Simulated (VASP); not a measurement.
# Be (P6_3/mmc) in VASP: further runs

The runs below take Be through single point, with PBEsol.

Program: VASP 6.6.1. These are calculated values, not measurements. Logs are shortened: lines on timing, memory, paths and dates and some standing lists are left out, and cuts for length are marked.

### 1 The cell of the first run

Symmetry: P6_3/mmc, No. 194, hexagonal system. The conventional cell has a = 2.231 Å, b = 2.231 Å, c = 3.503 Å, α = 90.00°, β = 90.00°, γ = 120.00°. Be (site symmetry -6m2) has 12 Be at 2.17 to 2.23 Å within 2.9 Å.

### 2 Single point, PBEsol

INCAR reads:

```
SYSTEM = Be
  PREC = Accurate
  ENCUT = 520
  EDIFF = 1E-7
  ISMEAR = -1
  SIGMA = 0.05
  LREAL = .FALSE.
  LASPH = .TRUE.
  NELM = 60
  ALGO = Normal
  ISIF = 2
  LWAVE = .FALSE.
  LCHARG = .FALSE.
  GGA = PS
  NBANDS = 9
```

KPOINTS reads:

```
Automatic mesh
0
G
  13 13 8
  0 0 0
```

POSCAR reads:

```
Be
1.0
    2.2314140766      0.0000000000      0.0000000000
   -1.1157070383      1.9324612767      0.0000000000
    0.0000000000      0.0000000000      3.5032107436
Be
2
Direct
    0.6666666667      0.3333333333      0.7500000000
    0.3333333333      0.6666666667      0.2500000000
```

Potentials or basis: VASP PAW PBE potentials, release 64 (Be).

Command:

```bash
$ cat potpaw_PBE.64/Be/POTCAR > POTCAR
$ mpirun -np 1 vasp_std > vasp.out
```

OUTCAR:

```text
SYSTEM = Be
   PREC = Accurate
   ENCUT = 520
   EDIFF = 1E-7
   ISMEAR = -1
   LREAL = .FALSE.
   LASPH = .TRUE.
   NELM = 60
   ISIF = 2
   GGA = PS

 ion  position               nearest neighbor table
   1  0.667  0.333  0.750-   2 2.17   2 2.17   2 2.17   2 2.17   2 2.17   2 2.17
   2  0.333  0.667  0.250-   1 2.17   1 2.17   1 2.17   1 2.17   1 2.17   1 2.17

  LATTYP: Found a hexagonal cell.
 ALAT       =     2.2314140766
 C/A-ratio  =     1.5699509922

  Lattice vectors:

 A1 = (   2.2314140766,   0.0000000000,   0.0000000000)
 A2 = (  -1.1157070383,   1.9324612767,   0.0000000000)
 A3 = (   0.0000000000,   0.0000000000,   3.5032107436)

Analysis of symmetry for initial positions (statically):
=====================================================================
 Subroutine PRICEL returns:
 Original cell was already a primitive cell.

 Routine SETGRP: Setting up the symmetry group for a
 hexagonal supercell.

 Subroutine GETGRP returns: Found 24 space group operations
 (whereof 12 operations were pure point group operations)
 out of a pool of 24 trial point group operations.

The static configuration has the point symmetry D_3d.
 The point group associated with its full space group is D_6h.

Analysis of symmetry for dynamics (positions and initial velocities):
=====================================================================
 Subroutine PRICEL returns:
 Original cell was already a primitive cell.

 Routine SETGRP: Setting up the symmetry group for a
 hexagonal supercell.

 Subroutine GETGRP returns: Found 24 space group operations
 (whereof 12 operations were pure point group operations)
 out of a pool of 24 trial point group operations.

The dynamic configuration has the point symmetry D_3d.
 The point group associated with its full space group is D_6h.

 Subroutine INISYM returns: Found 24 space group operations
 (whereof 12 operations are pure point group operations),
 and found     1 'primitive' translations

----------------------------------------------------------------------------------------

                                     Primitive cell

  volume of cell :      15.1063

  direct lattice vectors                    reciprocal lattice vectors
     2.231414077  0.000000000  0.000000000     0.448146317  0.258737397  0.000000000
    -1.115707038  1.932461277  0.000000000     0.000000000  0.517474793  0.000000000
     0.000000000  0.000000000  3.503210744     0.000000000  0.000000000  0.285452424

  length of vectors
     2.231414077  2.231414077  3.503210744     0.517474793  0.517474793  0.285452424

  position of ions in fractional coordinates (direct lattice)
     0.666666667  0.333333333  0.750000000
     0.333333333  0.666666667  0.250000000

  ion indices of the primitive-cell ions
   primitive index   ion index
                 1           1
                 2           2

----------------------------------------------------------------------------------------

 KPOINTS: Automatic mesh

Automatic generation of k-mesh.
 Grid dimensions read from file:
 generate k-points for:   13   13    8

 Generating k-lattice:

  Cartesian coordinates                     Fractional coordinates (reciprocal lattice)
     0.034472794  0.019902877  0.000000000     0.076923077 -0.000000000  0.000000000
     0.000000000  0.039805753  0.000000000     0.000000000  0.076923077  0.000000000
     0.000000000  0.000000000  0.035681553     0.000000000  0.000000000  0.125000000

  Length of vectors
     0.039805753  0.039805753  0.035681553

  Shift w.r.t. Gamma in fractional coordinates (k-lattice)
     0.000000000  0.000000000  0.000000000

 Subroutine IBZKPT returns following result:
 ===========================================

 Found    105 irreducible k-points:

 Following reciprocal coordinates:
            Coordinates               Weight
  0.000000  0.000000  0.000000      1.000000
  0.076923  0.000000  0.000000      6.000000
  0.153846 -0.000000  0.000000      6.000000
  0.230769  0.000000  0.000000      6.000000
  0.307692 -0.000000  0.000000      6.000000
  0.384615  0.000000  0.000000      6.000000
[... 16 lines left out ...]
  0.076923  0.000000  0.125000     12.000000
  0.153846 -0.000000  0.125000     12.000000
 [... further k-points ...]
   k-points           NKPTS =    105   k-points in BZ     NKDIM =    105   number of bands    NBANDS=      9
   number of dos      NEDOS =    301   number of ions     NIONS =      2
   total plane-waves  NPLWV =   9072
   dimension x,y,z NGX =    18 NGY =   18 NGZ =   28
   dimension x,y,z NGXF=    36 NGYF=   36 NGZF=   56
   ions per type =               2
   NGX,Y,Z   is equivalent  to a cutoff of  13.41, 13.41, 13.29 a.u.
   NGXF,Y,Z  is equivalent  to a cutoff of  26.82, 26.82, 26.57 a.u.
 SYSTEM =  Be
   PREC   = accura    normal or accurate (medium, high low for compatibility)
   ISTART =      0    job   : 0-new  1-cont  2-samecut
   ICHARG =      2    charge: 1-file 2-atom 10-const
   ISPIN  =      1    spin polarized calculation?
   LNONCOLLINEAR =      F non collinear calculations
   LSORBIT =      F    spin-orbit coupling
   LASPH  =      T    aspherical Exc in radial PAW
   ENCUT  =  520.0 eV  38.22 Ry    6.18 a.u.   4.15  4.15  6.51*2*pi/ulx,y,z
   NELM   =     60;   NELMIN=  2; NELMDL= -5     # of ELM steps
   EDIFF  = 0.1E-06   stopping-criterion for ELM
   LREAL  =      F    real-space projection
   EDIFFG = 0.1E-05   stopping-criterion for IOM
   NSW    =      0    number of steps for IOM
   IBRION =     -1    ionic relax: 0-MD 1-quasi-New 2-CG
   NFREE  =      0    steps in history (QN), initial steepest desc. (CG)
   ISIF   =      2    stress and relaxation
   ISYM   =      2    0-nonsym 1-usesym 2-fastsym
   POTIM  = 0.5000    time-step for ionic-motion
   TEBEG  =    0.0;   TEEND  =   0.0 temperature during run
   PSTRESS=    0.0 pullay stress
   NELECT =       4.0000    total number of electrons
   NUPDOWN=      -1.0000    fix difference up-down
   EMIN   =  10.00;   EMAX   =-10.00  energy-range for DOS
[... 5 lines left out ...]
     AMIX     =   0.40;   BMIX     =  1.00
     AMIX_MAG =   1.60;   BMIX_MAG =  1.00
  volume/ion in A,a.u.               =       7.55        50.97
  Fermi-wavevector in a.u.,A,eV,Ry     =   1.051257  1.986589 15.036373  1.105142
  Thomas-Fermi vector in A             =   2.186293
   LORBIT       =      0    0 simple, 1 ext, 2 COOP (PROOUT), +10 PAW based schemes
   GGA     = PS    functional components
   LHFCALC =     F    Hartree Fock is set to
   AEXX    =    0.0000 exact exchange contribution
   IVDW    =     0    specifies the selected vdW correction
   LEPSILON=     F    determine dielectric tensor
   LRPA    =     F    only Hartree local field effects (RPA)
 non-spin polarized calculation
  energy-cutoff  :      520.00
  volume of cell :       15.11
 maximum number of plane-waves:       420
 NGX is ok and might be reduce to    18
   NGX =  9   NGY =  9   NGZ = 13

 number of electron       4.0000000 magnetization

 Free energy of the ion-electron system (eV)
  ---------------------------------------------------
  ext. energy  EPLUGINS =         0.00000000
  ---------------------------------------------------
  free energy    TOTEN  =        -7.98343835 eV

  energy without entropy =       -7.98250038  energy(sigma->0) =       -7.98296936

 E-fermi :   7.2041     XC(G=0): -10.7587

 val. band max:        7.1135792834   @ k =   0.2308   0.1538   0.0000
 cond. band min:       7.2951632325   @ k =   0.3077   0.1538   0.0000
 fundamental gap:      0.1815839491
 Fermi energy:         7.2041496177

 k-point     1 :       0.0000    0.0000    0.0000
  band No.  band energies     occupation
      1      -4.1999      2.00000
      2       2.7968      2.00000
      3       8.7320      0.00000
      4      23.9064      0.00000
      5      23.9064      0.00000
      6      26.8611      0.00000
      7      26.8611      0.00000
      8      29.1768      0.00000
      9      35.2224      0.00000

 k-point     2 :       0.0769    0.0000    0.0000
  band No.  band energies     occupation
      1      -4.0279      2.00000
      2       3.0266      2.00000
      3       8.7726      0.00000
      4      22.5154      0.00000
      5      22.8979      0.00000
      6      26.8888      0.00000
      7      27.3580      0.00000
      8      28.8177      0.00000
      9      32.9512      0.00000

 k-point     3 :       0.1538   -0.0000    0.0000
  band No.  band energies     occupation
      1      -3.5112      2.00000
      2       3.7146      2.00000
      3       8.8672      0.00000
      4      19.5543      0.00000
      5      21.2000      0.00000
      6      26.7153      0.00000
      7      27.4344      0.00000
      8      27.4498      0.00000
      9      29.8271      0.00000

 k-point     4 :       0.2308    0.0000    0.0000
  band No.  band energies     occupation
      1      -2.6491      2.00000
      2       4.8559      2.00000
      3       8.8700      0.00000
      4      16.5060      0.00000
      5      19.6348      0.00000
      6      24.6700      0.00000
      7      25.1869      0.00000
      8      26.8140      0.00000
      9      28.0271      0.00000
[... 205 lines left out ...]
 k-point    22 :       0.0000    0.0000    0.1250
  band No.  band energies     occupation
      1      -4.0620      2.00000
      2       2.0596      2.00000
      3       9.7979      0.00000
      4      24.0353      0.00000
      5      24.0353      0.00000
      6      26.8187      0.00000
      7      26.8187      0.00000
      8      28.1064      0.00000
      9      36.0154      0.00000

 k-point    23 :       0.0769    0.0000    0.1250
  band No.  band energies     occupation
      1      -3.8898      2.00000
      2       2.2700      2.00000
      3       9.8560      0.00000
      4      22.6518      0.00000
      5      23.0428      0.00000
      6      26.6925      0.00000
      7      27.1957      0.00000
      8      27.9821      0.00000
      9      32.9029      0.00000

 k-point    24 :       0.1538   -0.0000    0.1250
  band No.  band energies     occupation
      1      -3.3727      2.00000
      2       2.8945      2.00000
      3      10.0053      0.00000
      4      19.6861      0.00000
      5      21.3601      0.00000
      6      26.1028      0.00000
      7      26.9098      0.00000
      8      27.0611      0.00000
      9      30.1165      0.00000

 [... further k-points ...]
[... 5 lines left out ...]
  --------------------------------------------------------------------------------------
  -------------------------------------------------------------------------------------
  Total        0.5063059      0.5063059      0.5164838     -0.0000000      0.0000000      0.0000000
  in kB       53.6990223     53.6990223     54.7784852     -0.0000000      0.0000000      0.0000000
  external PRESSURE =      54.0588433 kB  Pullay stress =       0.0000000 kB

 VOLUME and BASIS-vectors are now :
 -----------------------------------------------------------------------------
  energy-cutoff  :      520.00
  volume of cell :       15.11
      direct lattice vectors                 reciprocal lattice vectors
     2.231414077  0.000000000  0.000000000     0.448146317  0.258737397  0.000000000
    -1.115707038  1.932461277  0.000000000     0.000000000  0.517474793  0.000000000
     0.000000000  0.000000000  3.503210744     0.000000000  0.000000000  0.285452424

 POSITION                                       TOTAL-FORCE (eV/Angst)
 -----------------------------------------------------------------------------------
      1.11571      0.64415      2.62741         0.000000     -0.000000      0.000000
     -0.00000      1.28831      0.87580        -0.000000      0.000000      0.000000
 -----------------------------------------------------------------------------------
    total drift:                                0.000000     -0.000000      0.000000

  FREE ENERGIE OF THE ION-ELECTRON SYSTEM (eV)
  ---------------------------------------------------
  free  energy   TOTEN  =        -7.9834383506 eV

  energy  without entropy=       -7.9825003754  energy(sigma->0) =       -7.98296936
```

Wall time 28 s (1 thread of AMD EPYC, shared host); peak memory 0.1 GiB.

What came out:

```
Free energy            : -7.9834 eV
Pressure               : 5.4 GPa
Band gap on the k mesh : zero (band 2 reaches 8.50 eV, above the bottom of band 3 at 6.85 eV)
```

Stress tensor (GPa, compression positive):
```
5.37 0.00 0.00
0.00 5.37 0.00
0.00 0.00 5.48
```

Levels at points of the mesh, in eV from the Fermi level:
```csv
k point,band 1,band 2,band 3,band 4,band 5,band 6
"(0.00, 0.00, 0.00)",-11.40,-4.41,1.53,16.70,16.70,19.66
"(0.00, 0.00, 0.50)",-9.20,-9.20,11.38,11.38,18.43,18.43
```

Caveat: the PAW data sets were made with another functional, which shifts forces and pressure a little.

### 3 Single point, PBEsol

This run uses another cell than the first one, of 7.85 Å³/atom, 1.039 times its volume.

INCAR reads:

```
ALGO     = Normal         # electronic algorithm
EDIFF    = 1E-7           # SCF threshold, eV
ENCUT    = 520            # plane-wave cutoff, eV
GGA      = PS             # functional
ISIF     = 2              # what is computed and relaxed
ISMEAR   = -1             # smearing method
LASPH    = T              # aspherical terms in the spheres
LCHARG   = F              # write CHGCAR
LREAL    = F              # projectors in reciprocal space
LWAVE    = F              # write WAVECAR
NBANDS   = 9              # bands
NELM     = 100            # most SCF steps
PREC     = Accurate       # precision mode
SIGMA    = 0.05           # smearing width, eV
```

KPOINTS reads:

```
k-points
0
Gamma
  13 13 8
```

POSCAR reads:

```
Be
1.0
    2.2612800350      0.0000000000      0.0000000000
   -1.1306400175      1.9583259553      0.0000000000
    0.0000000000      0.0000000000      3.5434199093
Be
2
Direct
    0.6666666667      0.3333333333      0.7500000000
    0.3333333333      0.6666666667      0.2500000000
```

Potentials or basis: VASP PAW PBE potentials, release 64 (Be).

Command:

```bash
$ cat potpaw_PBE.64/Be/POTCAR > POTCAR
$ mpirun -np 1 vasp_std > vasp.out
```

Run time: 25 s. Hardware: 1 thread of AMD EPYC, shared host; peak memory 0.1 GiB.

Results (log left out):

| Quantity | Value |
| --- | --- |
| Free energy | -7.9937 eV |
| Pressure | 0.4 GPa |
| Band gap on the k mesh | zero (band 2 reaches 8.17 eV, above the bottom of band 3 at 6.53 eV) |

Stress tensor (GPa, compression positive):
```
0.34 0.00 0.00
0.00 0.34 0.00
0.00 0.00 0.42
```

Levels at points of the mesh, in eV from the Fermi level:
```csv
k point,band 1,band 2,band 3,band 4,band 5,band 6
"(0.00, 0.00, 0.00)",-11.21,-4.27,1.41,16.16,16.16,19.05
"(0.00, 0.00, 0.50)",-9.04,-9.04,11.09,11.09,17.85,17.85
```

Caveat: the PAW data sets were made with another functional, which shifts forces and pressure a little.

(Part 1 of 2 ends here.)
